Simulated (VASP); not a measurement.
Write the native input for VASP 6.6.1 that does the following.

```
Task                   : single point
Functional             : BLYP
Dispersion             : D4
Potentials or basis    : VASP PAW PBE potentials, release 64 (Si, C)
Cutoff                 : 520 eV
k mesh                 : 10 × 10 × 2
Occupations            : fermi-dirac, width 0.05 eV
Spin                   : no spin polarisation
Dipole correction      : no
Further INCAR settings : ALGO = Normal; EDIFF = 1e-06; NBANDS = 36
```

The structure of SiC lies in POSCAR:

```
SiC
1.0
    3.0531705480      0.0000000000      0.0000000000
   -1.5265852740      2.6441232567      0.0000000000
    0.0000000000      0.0000000000     14.9649748670
Si C
6 6
Direct
    0.6666666667      0.3333333333      0.4583000000
    0.3333333333      0.6666666667      0.9583000000
    0.6666666667      0.3333333333      0.7917000000
    0.3333333333      0.6666666667      0.2917000000
    0.0000000000      0.0000000000      0.6250000000
    0.0000000000      0.0000000000      0.1250000000
    0.6666666667      0.3333333333      0.3333000000
    0.3333333333      0.6666666667      0.8333000000
    0.6666666667      0.3333333333      0.6667000000
    0.3333333333      0.6666666667      0.1667000000
    0.0000000000      0.0000000000      0.5000000000
    0.0000000000      0.0000000000      0.0000000000
```

These files were run (other wordings do the same):

INCAR

```
  PREC = Accurate
  ENCUT = 520
  EDIFF = 1E-6
  ISMEAR = -1
  SIGMA = 0.05
  LREAL = False
  LASPH = True
  NELM = 80
  ALGO = Normal
  ISIF = 2
  LWAVE = False
  LCHARG = False
  GGA = B5
  ALDAX = 1.0
  AGGAX = 1.0
  AGGAC = 1.0
  ALDAC = 0.0
  IVDW = 13
  VDW_S6 = 1.0
  VDW_S8 = 2.34076671
  VDW_A1 = 0.44488865
  VDW_A2 = 4.0933009
  NBANDS = 36
```

KPOINTS

```
regular mesh
0
Gamma
  10 10 2
```

Potentials or basis: VASP PAW PBE potentials, release 64 (Si, C).

Run with:

```console
$ cat potpaw_PBE.64/Si/POTCAR potpaw_PBE.64/C/POTCAR > POTCAR
$ mpirun -np 1 vasp_std > vasp.out
```

Results of the run:

| Property | Result |
| --- | --- |
| Pressure | 5.7 GPa |
| Largest force | 0.152 eV/Å |
| Band gap on the k mesh | 2.33 eV (least direct gap 3.43 eV) |
| Dispersion energy per atom | -0.656 eV |

Caveat: the cell stands under pressure; the PAW data sets were made with another functional, which shifts forces and pressure a little.

Wall time 3.2 min on 1 thread of Intel Xeon 8259CL (shared host), peak memory 0.28 GiB.
